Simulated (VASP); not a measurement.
## Cr: single point with PBE

The system is Cr.

```
CELL_PARAMETERS angstrom
2.71400 0.00000 0.00000
-1.35700 2.35039 0.00000
0.00000 0.00000 4.41000
ATOMIC_POSITIONS crystal
Cr 0.66667 0.33333 0.75000
Cr 0.33333 0.66667 0.25000
```

This isn't the form of Cr at room conditions, which is bcc.

```json
{
 "Program": "VASP 6.6.1",
 "Task": "single point",
 "Functional": "PBE",
 "Potentials or basis": "VASP PAW PBE potentials, release 64 (Cr_pv)",
 "Cutoff": "520 eV",
 "k mesh": "11 × 11 × 6",
 "Occupations": "gaussian, width 0.012 eV",
 "Spin": "collinear spin, ferromagnetic start",
 "Starting moments": "[3.0, 3.0] μB",
 "Dipole correction": "no",
 "Further INCAR settings": "ALGO = Normal; EDIFF = 1e-06; NBANDS = 23"
}
```

The pressure is -25.1 GPa. The net moment is 2.08 μB per cell. The site moments are Cr +0.96 μB and the valence electrons inside the program's atomic spheres are Cr 10.72.

Stress tensor (GPa, compression positive):
```
-25.68   0.00   0.00
  0.00 -25.68   0.00
  0.00   0.00 -24.07
```

Levels at points of the mesh, in eV from the Fermi level:
Spin up:
```
           k point  band 9  band 10  band 11  band 12  band 13  band 14  band 15  band 16  band 17  band 18
(0.00, 0.00, 0.00)   -0.75    -0.75    -0.68    -0.39    -0.39     0.05     0.05     0.35     1.28     1.28
(0.00, 0.00, 0.50)   -1.17    -1.17    -0.81    -0.81    -0.81    -0.81     0.94     0.94     0.94     0.94
```
Spin down:
```csv
k point,band 8,band 9,band 10,band 11,band 12,band 13,band 14,band 15
"(0.00, 0.00, 0.00)",-3.08,0.02,0.13,0.13,0.52,0.52,0.66,1.03
"(0.00, 0.00, 0.50)",-4.86,-0.56,-0.56,0.08,0.08,0.08,0.08,1.94
```

Wall time 77 s on 1 thread of Intel(R) Xeon(R) 6975P-C (Granite Rapids) (shared host), peak memory 0.19 GiB.

Caveat: the cell stands under tension; an empty level that is flat over the whole mesh can mark a ghost state of the potentials, or a narrow d or f band.
